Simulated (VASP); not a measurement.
Here is a VASP 6.6.1 calculation.

Contents of INCAR:

```
SYSTEM = Pb
  ALGO = Fast
  EDIFF = 1E-6
  ENCUT = 520
  GGA = RP
  ISIF = 2
  ISMEAR = -1
  LASPH = .TRUE.
  LCHARG = .TRUE.
  LELF = .TRUE.
  LREAL = .FALSE.
  LVHAR = .TRUE.
  LWAVE = .FALSE.
  NBANDS = 13
  NELM = 60
  PREC = Accurate
  SIGMA = 0.05
```

The input KPOINTS:

```
k-points
0
G
  5 5 5
  0 0 0
```

POSCAR

```
Pb
1.0
    0.0000000000      2.4750200000      2.4750200000
    2.4750200000      0.0000000000      2.4750200000
    2.4750200000      2.4750200000      0.0000000000
Pb
1
Direct
    0.0000000000      0.0000000000      0.0000000000
```

Potentials or basis: VASP PAW PBE potentials, release 64 (Pb_d).

Launch:

```console
$ cat potpaw_PBE.64/Pb_d/POTCAR > POTCAR
$ mpirun -np 1 vasp_std > vasp.out
```

Question: Predict the pressure.

Answer: 3.5 GPa.

Question: What does it give for the band gap on the k mesh?

Answer: Zero (band 7 reaches 14.85 eV, above the bottom of band 8 at 6.81 eV).

Caveat: the k points lie up to 0.44 Å⁻¹ apart; the PAW data sets were made with another functional, which shifts forces and pressure a little; spin-orbit coupling is left out, which moves the levels of the heavy elements.
